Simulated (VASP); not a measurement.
Write the native input for VASP 6.6.1 that does the following.

* Task: single point
* Functional: PBE
* Potentials or basis: VASP PAW PBE potentials, release 64 (Tl_d)
* Cutoff: 520 eV
* k mesh: 14 × 14 × 14
* Occupations: gaussian, width 0.1 eV
* Spin: no spin polarisation
* Dipole correction: no
* Further INCAR settings: ALGO = Normal; EDIFF = 1e-06; NBANDS = 12

The structure of Tl lies in POSCAR:

```
Tl
1.0
    0.0000000000      2.5448695379      2.5448695379
    2.5448695379      0.0000000000      2.5448695379
    2.5448695379      2.5448695379      0.0000000000
Tl
1
Direct
    0.0000000000      0.0000000000      0.0000000000
```

This cell differs from its parent crystal: strained.

The input as run:

INCAR

```
SYSTEM = Tl
PREC = Accurate
ENCUT = 520
EDIFF = 1E-6
ISMEAR = 0
SIGMA = 0.1
LREAL = .False.
LASPH = .True.
NELM = 80
ALGO = Normal
ISIF = 2
LWAVE = .False.
LCHARG = .False.
GGA = PE
NBANDS = 12
```

KPOINTS

```
regular mesh
0
Gamma
  14 14 14
  0 0 0
```

Potentials or basis: VASP PAW PBE potentials, release 64 (Tl_d).

Run with:

```console
$ cat potpaw_PBE.64/Tl_d/POTCAR > POTCAR
$ mpirun -np 1 vasp_std > vasp.out
```

It gave:

The pressure is -1.4 GPa.

Caveat: the cell differs from its parent crystal (strained).

Run time: 13 s on 1 thread of Intel(R) Xeon(R) 6975P-C (Granite Rapids), with other jobs on the host, peak memory 0.17 GiB.
